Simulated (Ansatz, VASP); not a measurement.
## Cu in VASP and in Ansatz

```
Cu
1.0
     0.00000    1.71713    1.80750
     1.71713    0.00000    1.80750
     1.71713    1.71713    0.00000
Cu
1
Direct
  0.00000 0.00000 0.00000
```

Change from the starting cell: strain -0.050 along x and y, +0.000 along z, atoms carried along.

Alike in both runs: task single point; functional PBEsol; k mesh 22 × 22 × 22; occupations gaussian, width 0.15 eV; no spin polarisation.

```csv
,VASP,Ansatz
version,VASP 6.6.1,Ansatz 0.2.0
potentials or method,"VASP PAW PBE potentials, release 64 (Cu_sv_GW), cutoff 820 eV","scalar-relativistic, plane waves, PAW"
valence electrons in the cell,19,19
```

Ansatz gave:

| Property | Result |
| --- | --- |
| gap on the k mesh at the Fermi level (eV) | none |
| pressure (GPa) | 11.8 |
| traceless stress, the component that is largest in VASP (GPa) | -3.14 |

Task: Which values does VASP return?

Result: gap on the k mesh at the Fermi level (eV): none; pressure (GPa): 10.6; traceless stress, the component that is largest in VASP (GPa): -3.17.

VASP's potentials were made for PBE, not for PBEsol. A gap of «none» marks a metal or a gap that the smearing closes.
